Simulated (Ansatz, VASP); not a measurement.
**One calculation of Be2S, two programs**

The input INCAR:

```
PREC     = Accurate       # precision mode
ENCUT    = 520            # plane-wave cutoff, eV
EDIFF    = 1E-7           # SCF threshold, eV
ISMEAR   = 0              # smearing method
SIGMA    = 0.1            # smearing width, eV
LREAL    = False          # projectors in reciprocal space
LASPH    = True           # aspherical terms in the spheres
NELM     = 80             # most SCF steps
ALGO     = Normal         # electronic algorithm
ISIF     = 2              # what is computed and relaxed
LWAVE    = False          # write WAVECAR
LCHARG   = False          # write CHGCAR
GGA      = PE             # functional
NBANDS   = 19             # bands
```

File KPOINTS:

```
Automatic mesh
0
Gamma
  6 6 6
```

POSCAR

```
Be2S
1.0
   -2.7720945000      2.7720945000      2.1659611600
    2.7720945000     -2.7720945000      2.1659611600
    2.7720945000      2.7720945000     -2.1659611600
Be S
4 2
Direct
    0.2875503300      0.1789958700      0.4372697800
    0.8502805400      0.2875503300      0.1085544500
    0.7417260900      0.8502805400      0.5627302200
    0.1789958700      0.7417260900      0.8914455500
    0.7405309900      0.7405309900      0.0000000000
    0.2009161900      0.2009161900      0.0000000000
```

Input for Ansatz:

```yaml
crystal:
  lattice:
    - [-2.7720945, 2.7720945, 2.16596116]
    - [2.7720945, -2.7720945, 2.16596116]
    - [2.7720945, 2.7720945, -2.16596116]
  atoms:
    - { symbol: Be, position: [0.28755033, 0.17899587, 0.43726978] }
    - { symbol: Be, position: [0.85028054, 0.28755033, 0.10855445] }
    - { symbol: Be, position: [0.74172609, 0.85028054, 0.56273022] }
    - { symbol: Be, position: [0.17899587, 0.74172609, 0.89144555] }
    - { symbol: S, position: [0.74053099, 0.74053099, 0.0] }
    - { symbol: S, position: [0.20091619, 0.20091619, 0.0] }
basis:
  ecutwfc: 420
kpoints:
  mp_grid: { grid: [6, 6, 6] }
hamiltonian:
  xc: pbe
scf:
  occupations: { method: gaussian, width: 0.1 }
  lower_state_search: "off"
output:
  forces: true
  stress: true
  eigenvalues: true
```

Alike in both runs: task single point; functional PBE; k mesh 6 × 6 × 6; occupations gaussian, width 0.1 eV; no spin polarisation.

```csv
,VASP,Ansatz
version,VASP 6.6.1,Ansatz 0.2.0
potentials or method,"VASP PAW PBE potentials, release 64 (Be, S), cutoff 520 eV","scalar-relativistic, plane waves, PAW"
valence electrons in the cell,20,20
```

```tsv
	VASP	Ansatz	Ansatz less VASP
gap on the k mesh at the Fermi level (eV)	none	none	-
pressure (GPa)	22.0	22.1	+0.03
traceless stress, the component that is largest in VASP (GPa)	10.37	10.73	+0.364
rms of the force components (eV/Å)	2.119	2.159	+0.0402
```

Atom by atom the forces differ by 0.045 eV/Å (rms over components). A gap of «none» marks a metal or a gap that the smearing closes.
